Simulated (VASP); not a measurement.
Set up this calculation in VASP 6.6.1, as the native input.

```
Task                   : relaxation of cell and atoms
Functional             : r2SCAN
Potentials or basis    : VASP PAW PBE potentials, release 64 (Pt)
Cutoff                 : 550 eV
k mesh                 : 13 × 13 × 4
Occupations            : fermi-dirac, width 0.1 eV
Spin                   : no spin polarisation
Dipole correction      : no
Further INCAR settings : ALGO = Normal; EDIFF = 1e-07; IBRION = 2; EDIFFG = -0.01; NSW = 80; ISIF = 3
```

The system is Pt.

```
Pt
1.0
     2.77405    0.00000    0.00000
    -1.38702    2.40239    0.00000
     0.00000    0.00000    9.06004
Pt
4
Direct
  0.00000 0.00000 0.00000
  0.00000 0.00000 0.50000
  0.33333 0.66667 0.25000
  0.66667 0.33333 0.75000
```

This isn't the form of Pt at room conditions, which is fcc.

The input as run:

POSCAR

```
Pt
1.0
    2.7740467412      0.0000000000      0.0000000000
   -1.3870233706      2.4023949491      0.0000000000
    0.0000000000      0.0000000000      9.0600366567
Pt
4
Direct
    0.0000000000      0.0000000000      0.0000000000
    0.0000000000      0.0000000000      0.5000000000
    0.3333333333      0.6666666667      0.2500000000
    0.6666666667      0.3333333333      0.7500000000
```

INCAR.step1

```
PREC = Accurate ; ENCUT = 550
ISMEAR = -1 ; SIGMA = 0.1
LREAL = False ; LASPH = True
NELM = 120 ; GGA = PE
ALGO = Normal ; EDIFF = 1E-5
LWAVE = True ; LCHARG = False
GGA_COMPAT = False ; IBRION = 2
ISIF = 3 ; EDIFFG = -0.005
NELMIN = 4 ; NSW = 100
```

INCAR.step2

```
PREC = Accurate ; ENCUT = 550
EDIFF = 1E-7 ; ISMEAR = -1
SIGMA = 0.1 ; LREAL = False
LASPH = True ; NELM = 120
ALGO = Normal ; ISIF = 3
LWAVE = False ; LCHARG = False
METAGGA = R2SCAN ; LMIXTAU = True
IBRION = 2 ; NSW = 80
EDIFFG = -0.01 ; ISTART = 1
GGA_COMPAT = False ; NELMIN = 4
```

KPOINTS

```
regular mesh
0
Gamma
  13 13 4
```

Potentials or basis: VASP PAW PBE potentials, release 64 (Pt).

Run with:

```sh
$ cat potpaw_PBE.64/Pt/POTCAR > POTCAR
$ cp INCAR.step1 INCAR
$ mpirun -np 1 vasp_std > vasp.out
$ cp INCAR.step2 INCAR
$ mpirun -np 1 vasp_std > vasp.out
```

It gave:

```yaml
Relaxed_volume: 15.40 Å³/atom
Relaxed_cell: a = 2.768 Å, b = 2.768 Å, c = 9.282 Å, α = 90.00°, β = 90.00°, γ = 120.00°
Space_group_after_relaxing_to_0.1_Å: P6_3/mmc (No. 194)
Energy_gained_by_relaxing: 8.0 meV/atom
Ionic_steps: 8
Pressure_after_relaxing: 0.0 GPa
```

Caveat: the highest band is partly filled, so the run has too few bands; the PAW data sets were made with another functional, which shifts forces and pressure a little.

It took 36 min on 1 thread of AMD EPYC 9R45 96-Core Processor (Zen 5) (shared host), peak memory 0.23 GiB.
